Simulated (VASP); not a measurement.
# InPd (P4mm) in VASP: single point with PBE

Aim: the single point of InPd with PBE.

All numbers are computed with VASP 6.6.1; they aren't measurements. Logs are shortened: lines on timing, memory, paths and dates and some standing lists are left out, and cuts for length are marked.

## 1. The cell of the first run

It takes space group P4mm (No. 99, tetragonal). The conventional cell has a = 3.305 Å, b = 3.305 Å, c = 3.305 Å, α = 90.00°, β = 90.00°, γ = 90.00°. In (site symmetry 4mm) has 8 Pd at 2.82 to 2.91 Å and 6 In at 3.31 Å within 3.7 Å. Pd (site symmetry 4mm) has 8 In at 2.82 to 2.91 Å and 6 Pd at 3.31 Å within 3.7 Å.

## 2. Single point, PBE (atoms displaced along a vibrational mode)

File INCAR:

```
PREC = Accurate
ENCUT = 520
EDIFF = 1E-6
ISMEAR = 0
SIGMA = 0.15
LREAL = False
LASPH = True
NELM = 60
ALGO = Fast
ISIF = 2
LWAVE = False
LCHARG = True
GGA = PE
LELF = True
LVHAR = True
NBANDS = 18
```

File KPOINTS:

```
regular mesh
0
Gamma
  14 14 14
```

File POSCAR:

```
InPd
1.0
    3.3052635960      0.0000000000      0.0000000000
    0.0000000000      3.3052635960      0.0000000000
    0.0000000000      0.0000000000      3.3052635960
In Pd
1 1
Direct
   -0.0107680832      0.0000000000      0.0000000000
    0.5116178329      0.5000000000      0.5000000000
```

Potentials or basis: VASP PAW PBE potentials, release 64 (In_d, Pd).

The run is started by

```sh
cat potpaw_PBE.64/In_d/POTCAR potpaw_PBE.64/Pd/POTCAR > POTCAR
mpirun -np 1 vasp_std > vasp.out
```

OUTCAR:

```text
PREC = Accurate
   ENCUT = 520
   EDIFF = 1E-6
   ISMEAR = 0
   LREAL = False
   LASPH = True
   NELM = 60
   ISIF = 2
   GGA = PE

 ion  position               nearest neighbor table
   1  0.989  0.000  0.000-   2 2.82   2 2.82   2 2.82   2 2.82   2 2.91   2 2.91   2 2.91   2 2.91

   2  0.512  0.500  0.500-   1 2.82   1 2.82   1 2.82   1 2.82   1 2.91   1 2.91   1 2.91   1 2.91

  LATTYP: Found a simple cubic cell.
 ALAT       =     3.3052635960

  Lattice vectors:

 A1 = (   3.3052635960,   0.0000000000,   0.0000000000)
 A2 = (   0.0000000000,   3.3052635960,   0.0000000000)
 A3 = (   0.0000000000,   0.0000000000,   3.3052635960)

Analysis of symmetry for initial positions (statically):
=====================================================================
 Subroutine PRICEL returns:
 Original cell was already a primitive cell.

 Routine SETGRP: Setting up the symmetry group for a
 simple cubic supercell.

 Subroutine GETGRP returns: Found  8 space group operations
 (whereof  8 operations were pure point group operations)
 out of a pool of 48 trial point group operations.

The static configuration has the point symmetry C_4v.

Analysis of symmetry for dynamics (positions and initial velocities):
=====================================================================
 Subroutine PRICEL returns:
 Original cell was already a primitive cell.

 Routine SETGRP: Setting up the symmetry group for a
 simple cubic supercell.

 Subroutine GETGRP returns: Found  8 space group operations
 (whereof  8 operations were pure point group operations)
 out of a pool of 48 trial point group operations.

The dynamic configuration has the point symmetry C_4v.

 Subroutine INISYM returns: Found  8 space group operations
 (whereof  8 operations are pure point group operations),
 and found     1 'primitive' translations

----------------------------------------------------------------------------------------

                                     Primitive cell

  volume of cell :      36.1092

  direct lattice vectors                    reciprocal lattice vectors
     3.305263596  0.000000000  0.000000000     0.302547731  0.000000000  0.000000000
     0.000000000  3.305263596  0.000000000     0.000000000  0.302547731  0.000000000
     0.000000000  0.000000000  3.305263596     0.000000000  0.000000000  0.302547731

  length of vectors
     3.305263596  3.305263596  3.305263596     0.302547731  0.302547731  0.302547731

  position of ions in fractional coordinates (direct lattice)
     0.989231917  0.000000000  0.000000000
     0.511617833  0.500000000  0.500000000

  ion indices of the primitive-cell ions
   primitive index   ion index
                 1           1
                 2           2

----------------------------------------------------------------------------------------

 KPOINTS: regular mesh

Automatic generation of k-mesh.
 Grid dimensions read from file:
 generate k-points for:   14   14   14

 Generating k-lattice:

  Cartesian coordinates                     Fractional coordinates (reciprocal lattice)
     0.021610552  0.000000000  0.000000000     0.071428571  0.000000000  0.000000000
     0.000000000  0.021610552  0.000000000     0.000000000  0.071428571  0.000000000
     0.000000000  0.000000000  0.021610552     0.000000000  0.000000000  0.071428571

  Length of vectors
     0.021610552  0.021610552  0.021610552

  Shift w.r.t. Gamma in fractional coordinates (k-lattice)
     0.000000000  0.000000000  0.000000000

 Subroutine IBZKPT returns following result:
 ===========================================

 Found    288 irreducible k-points:

 Following reciprocal coordinates:
            Coordinates               Weight
  0.000000  0.000000  0.000000      1.000000
  0.071429  0.000000  0.000000      2.000000
  0.000000  0.071429  0.000000      4.000000
  0.142857  0.000000  0.000000      2.000000
  0.000000  0.142857  0.000000      4.000000
  0.214286  0.000000  0.000000      2.000000
[... 16 lines left out ...]
  0.071429  0.000000  0.214286      8.000000
  0.285714  0.071429  0.000000      8.000000
 [... further k-points ...]
   k-points           NKPTS =    288   k-points in BZ     NKDIM =    288   number of bands    NBANDS=     18
   number of dos      NEDOS =    301   number of ions     NIONS =      2
   total plane-waves  NPLWV =  21952
   dimension x,y,z NGX =    28 NGY =   28 NGZ =   28
   dimension x,y,z NGXF=    56 NGYF=   56 NGZF=   56
   ions per type =               1   1
   NGX,Y,Z   is equivalent  to a cutoff of  14.08, 14.08, 14.08 a.u.
   NGXF,Y,Z  is equivalent  to a cutoff of  28.17, 28.17, 28.17 a.u.
 SYSTEM =  unknown system
   PREC   = accura    normal or accurate (medium, high low for compatibility)
   ISTART =      0    job   : 0-new  1-cont  2-samecut
   ICHARG =      2    charge: 1-file 2-atom 10-const
   ISPIN  =      1    spin polarized calculation?
   LNONCOLLINEAR =      F non collinear calculations
   LSORBIT =      F    spin-orbit coupling
   LASPH  =      T    aspherical Exc in radial PAW
   ENCUT  =  520.0 eV  38.22 Ry    6.18 a.u.   6.15  6.15  6.15*2*pi/ulx,y,z
   NELM   =     60;   NELMIN=  2; NELMDL= -5     # of ELM steps
   EDIFF  = 0.1E-05   stopping-criterion for ELM
   LREAL  =      F    real-space projection
   EDIFFG = 0.1E-04   stopping-criterion for IOM
   NSW    =      0    number of steps for IOM
   IBRION =     -1    ionic relax: 0-MD 1-quasi-New 2-CG
   NFREE  =      0    steps in history (QN), initial steepest desc. (CG)
   ISIF   =      2    stress and relaxation
   ISYM   =      2    0-nonsym 1-usesym 2-fastsym
   POTIM  = 0.5000    time-step for ionic-motion
   TEBEG  =    0.0;   TEEND  =   0.0 temperature during run
   PSTRESS=    0.0 pullay stress
   NELECT =      23.0000    total number of electrons
   NUPDOWN=      -1.0000    fix difference up-down
   EMIN   =  10.00;   EMAX   =-10.00  energy-range for DOS
   EFERMI =   0.00;   METHOD = LEGACY
   ISMEAR =     0;   SIGMA  =   0.15  broadening in eV -4-tet -1-fermi 0-gaus
   EFERMI_NEDOS =   21; number of points for ismear=-14 and -15
   IALGO  =     68    algorithm
   IMIX   =      4    mixing-type and parameters
     AMIX     =   0.40;   BMIX     =  1.00
     AMIX_MAG =   1.60;   BMIX_MAG =  1.00
  volume/ion in A,a.u.               =      18.05       121.84
  Fermi-wavevector in a.u.,A,eV,Ry     =   1.408569  2.661809 26.994851  1.984066
  Thomas-Fermi vector in A             =   2.530713
   LORBIT       =      0    0 simple, 1 ext, 2 COOP (PROOUT), +10 PAW based schemes
   GGA     = PE    functional components
   LHFCALC =     F    Hartree Fock is set to
   AEXX    =    0.0000 exact exchange contribution
   IVDW    =     0    specifies the selected vdW correction
   LEPSILON=     F    determine dielectric tensor
   LRPA    =     F    only Hartree local field effects (RPA)
 non-spin polarized calculation
 RMM-DIIS sequential band-by-band and
 Gauss-broadening in eV      SIGMA  =   0.15
  energy-cutoff  :      520.00
  volume of cell :       36.11
 maximum number of plane-waves:       992
 NGX is ok and might be reduce to    28
   NGX = 13   NGY = 13   NGZ = 13

 number of electron      23.0000005 magnetization

 Free energy of the ion-electron system (eV)
  ---------------------------------------------------
  ext. energy  EPLUGINS =         0.00000000
  ---------------------------------------------------
  free energy    TOTEN  =        -8.74203971 eV

  energy without entropy =       -8.73334158  energy(sigma->0) =       -8.73769065

 E-fermi :  10.0585     XC(G=0): -12.0578

 val. band max:       10.0519062762   @ k =   0.4286   0.4286   0.3571
 cond. band min:      10.0693660768   @ k =   0.4286   0.5000   0.4286
 fundamental gap:      0.0174598007
 Fermi energy:        10.0585048994

 k-point     1 :       0.0000    0.0000    0.0000
  band No.  band energies     occupation
      1      -4.8567      2.00000
      2      -4.8566      2.00000
      3      -4.4839      2.00000
      4      -4.4829      2.00000
      5      -4.4829      2.00000
      6       0.2141      2.00000
[... 10 lines left out ...]
     17      20.4022      0.00000
     18      25.9853      0.00000

 k-point     2 :       0.0714    0.0000    0.0000
  band No.  band energies     occupation
      1      -4.8542      2.00000
      2      -4.8406      2.00000
      3      -4.4879      2.00000
      4      -4.4879      2.00000
      5      -4.4825      2.00000
      6       0.2930      2.00000
[... 10 lines left out ...]
     17      20.8171      0.00000
     18      25.8121      0.00000

 k-point     3 :       0.0000    0.0714    0.0000
  band No.  band energies     occupation
      1      -4.8542      2.00000
      2      -4.8406      2.00000
      3      -4.4889      2.00000
      4      -4.4879      2.00000
      5      -4.4816      2.00000
      6       0.2931      2.00000
[... 10 lines left out ...]
     17      20.8420      0.00000
     18      25.9271      0.00000

 k-point     4 :       0.1429    0.0000    0.0000
  band No.  band energies     occupation
      1      -4.8472      2.00000
      2      -4.7957      2.00000
      3      -4.5017      2.00000
      4      -4.5017      2.00000
      5      -4.4786      2.00000
      6       0.5293      2.00000
[... 375 lines left out ...]
      4      -4.5220      2.00000
      5      -4.4777      2.00000
      6       0.9975      2.00000
[... 10 lines left out ...]
     17      23.7965      0.00000
     18      24.3041      0.00000

 k-point    23 :       0.0714    0.0000    0.2143
  band No.  band energies     occupation
      1      -4.8258      2.00000
      2      -4.7240      2.00000
      3      -4.5295      2.00000
      4      -4.5228      2.00000
      5      -4.4776      2.00000
      6       0.9975      2.00000
[... 10 lines left out ...]
     17      23.8078      0.00000
     18      24.3321      0.00000

 k-point    24 :       0.2857    0.0714    0.0000
  band No.  band energies     occupation
      1      -4.8145      2.00000
      2      -4.6528      2.00000
      3      -4.5527      2.00000
      4      -4.5442      2.00000
      5      -4.4729      2.00000
      6       1.5355      2.00000
[... 10 lines left out ...]
     17      22.6741      0.00000
     18      24.1805      0.00000

 [... further k-points ...]

------------------------ aborting loop because EDIFF is reached ----------------------------------------

  FORCE on cell =-STRESS in cart. coord.  units (eV):
  Direction    XX          YY          ZZ          XY          YZ          ZX
  --------------------------------------------------------------------------------------
  -------------------------------------------------------------------------------------
  Total        0.0281320      0.0711132      0.0711132      0.0000000      0.0000000     -0.0000000
  in kB        1.2482232      3.1553137      3.1553137      0.0000000      0.0000000     -0.0000000
  external PRESSURE =       2.5196168 kB  Pullay stress =       0.0000000 kB

 VOLUME and BASIS-vectors are now :
 -----------------------------------------------------------------------------
  energy-cutoff  :      520.00
  volume of cell :       36.11
      direct lattice vectors                 reciprocal lattice vectors
     3.305263596  0.000000000  0.000000000     0.302547731  0.000000000  0.000000000
     0.000000000  3.305263596  0.000000000     0.000000000  0.302547731  0.000000000
     0.000000000  0.000000000  3.305263596     0.000000000  0.000000000  0.302547731

 POSITION                                       TOTAL-FORCE (eV/Angst)
 -----------------------------------------------------------------------------------
      3.26967      0.00000      0.00000         0.263224      0.000000     -0.000000
      1.69103      1.65263      1.65263        -0.263224     -0.000000      0.000000
 -----------------------------------------------------------------------------------
    total drift:                               -0.001034      0.000000      0.000001

  FREE ENERGIE OF THE ION-ELECTRON SYSTEM (eV)
  ---------------------------------------------------
  free  energy   TOTEN  =        -8.7420397142 eV

  energy  without entropy=       -8.7333415759  energy(sigma->0) =       -8.73769065
```

Run time: 87 s. Hardware: 1 thread of Intel Xeon 6975P-C (Granite Rapids), shared host; peak memory 0.31 GiB.

Results:

* Free energy: -8.7420 eV
* Pressure: 0.3 GPa
* Largest force: 0.263 eV/Å
* Band gap on the k mesh: zero (an odd number of electrons rules out a gap without spin polarisation)

Forces on the atoms (eV/Å):
```
In   0.263  0.000  0.000
Pd  -0.263  0.000  0.000
```

Levels at points of the mesh, in eV from the Fermi level:
```tsv
k point	band 8	band 9	band 10	band 11	band 12	band 13	band 14	band 15	band 16	band 17
(0.00, 0.00, 0.00)	-3.71	-2.25	-2.24	-2.24	4.14	4.14	4.17	9.00	10.32	10.34
(0.50, 0.00, 0.00)	-3.68	-3.17	-3.17	-2.31	-1.13	9.23	9.23	9.76	10.53	10.54
(0.00, 0.50, 0.00)	-3.68	-3.18	-3.16	-2.30	-1.13	9.09	9.27	9.87	10.42	10.50
(0.50, 0.50, 0.00)	-2.64	-2.63	-2.24	-2.22	-1.69	1.27	2.34	9.24	11.22	11.23
(0.00, 0.50, 0.50)	-2.66	-2.66	-2.21	-2.21	-1.69	1.27	2.34	9.25	11.24	11.24
(0.50, 0.50, 0.50)	-4.71	-1.66	-1.65	-0.22	3.63	3.63	3.73	4.25	4.34	4.34
```

Caveat: the cell differs from its parent crystal (atoms displaced along a vibrational mode); spin-orbit coupling is left out, which moves the levels of the heavy elements.
